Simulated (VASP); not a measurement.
The system is PbF2.

```
CELL_PARAMETERS angstrom
6.42689 0.00000 0.00000
0.00000 3.89098 0.00000
0.00000 0.00000 7.63574
ATOMIC_POSITIONS crystal
Pb 0.75600 0.75000 0.10300
Pb 0.24400 0.25000 0.89700
Pb 0.74400 0.25000 0.60300
Pb 0.25600 0.75000 0.39700
F 0.14200 0.75000 0.08500
F 0.85800 0.25000 0.91500
F 0.35800 0.25000 0.58500
F 0.64200 0.75000 0.41500
F 0.55100 0.75000 0.81400
F 0.44900 0.25000 0.18600
F 0.94900 0.25000 0.31400
F 0.05100 0.75000 0.68600
```

| Property | Result |
| --- | --- |
| Program | VASP 6.6.1 |
| Task | relaxation of cell and atoms |
| Functional | PBE |
| Potentials or basis | VASP PAW PBE potentials, release 64 (Pb_d, F) |
| Cutoff | 600 eV |
| k mesh | 4 × 6 × 4 |
| Occupations | gaussian, width 0.05 eV |
| Spin | no spin polarisation |

At the start: pressure 1.6 GPa; volume 15.91 Å³/atom.

**Question.** How do energy, volume and symmetry change on relaxing?

**Answer.** Over 30 steps the energy falls by 33.7 meV/atom and the volume is 16.88 Å³/atom (+6.1 %); space group Pnma (No. 62, to 0.1 Å) before and after.

The path:
| step | energy change (eV) | largest force (eV/Å) | pressure (GPa) | volume (Å³) |
| --- | --- | --- | --- | --- |
| 1 | 0.0000 | 0.4336 | 1.59 | 190.95 |
| 2 | -0.0661 | 0.3611 | -0.17 | 195.34 |
| 3 | -0.0812 | 0.3142 | -1.32 | 198.59 |
| 4 | -0.1392 | 0.2743 | -1.00 | 197.96 |
| 5 | -0.2465 | 0.2507 | 0.13 | 196.08 |
| 6 | -0.1162 | 0.4341 | 3.30 | 192.30 |
| 7 | -0.2589 | 0.2298 | 0.70 | 195.25 |
| 8 | -0.2950 | 0.2118 | -0.10 | 198.00 |
| 9 | -0.3098 | 0.1878 | -0.89 | 201.13 |
| 10 | -0.3367 | 0.1448 | -0.10 | 199.90 |
| 11 | -0.3407 | 0.1519 | 0.37 | 199.23 |
| 12 | -0.3542 | 0.1316 | 0.06 | 200.37 |
| 13 | -0.3632 | 0.0977 | -0.46 | 202.46 |
| 14 | -0.3708 | 0.0991 | 0.31 | 200.71 |
| 15 | -0.3708 | 0.0990 | 0.30 | 200.73 |
| 16 | -0.3799 | 0.0759 | 0.08 | 201.43 |
| 17 | -0.3876 | 0.0681 | -0.34 | 202.83 |
| 18 | -0.3939 | 0.0653 | 0.23 | 201.44 |
| 19 | -0.3940 | 0.0688 | 0.35 | 201.16 |
| 20 | -0.4004 | 0.0440 | 0.10 | 201.92 |
| 21 | -0.4021 | 0.0430 | -0.14 | 202.67 |
| 22 | -0.4021 | 0.0426 | -0.11 | 202.59 |
| 23 | -0.4036 | 0.0227 | 0.11 | 202.03 |
| 24 | -0.4036 | 0.0206 | 0.18 | 201.86 |
| 25 | -0.4043 | 0.0158 | -0.08 | 202.63 |
| 26 | -0.4044 | 0.0163 | -0.02 | 202.45 |
| 27 | -0.4045 | 0.0117 | 0.02 | 202.40 |
| 28 | -0.4046 | 0.0119 | 0.08 | 202.31 |
| 29 | -0.4046 | 0.0101 | 0.05 | 202.34 |
| 30 | -0.4047 | 0.0089 | -0.02 | 202.55 |

Final structure:
```yaml
crystal:
  lattice:
    - [6.56917, 0.00000, 0.00000]
    - [0.00000, 3.94703, 0.00000]
    - [0.00000, 0.00000, 7.81189]
  atoms:
    - { symbol: Pb, position: [0.74255, 0.75000, 0.09697] }
    - { symbol: Pb, position: [0.25745, 0.25000, 0.90303] }
    - { symbol: Pb, position: [0.75745, 0.25000, 0.59697] }
    - { symbol: Pb, position: [0.24255, 0.75000, 0.40303] }
    - { symbol: F, position: [0.14173, 0.75000, 0.07281] }
    - { symbol: F, position: [0.85827, 0.25000, 0.92719] }
    - { symbol: F, position: [0.35827, 0.25000, 0.57281] }
    - { symbol: F, position: [0.64173, 0.75000, 0.42719] }
    - { symbol: F, position: [0.51475, 0.75000, 0.85277] }
    - { symbol: F, position: [0.48525, 0.25000, 0.14723] }
    - { symbol: F, position: [0.98525, 0.25000, 0.35277] }
    - { symbol: F, position: [0.01475, 0.75000, 0.64723] }
```
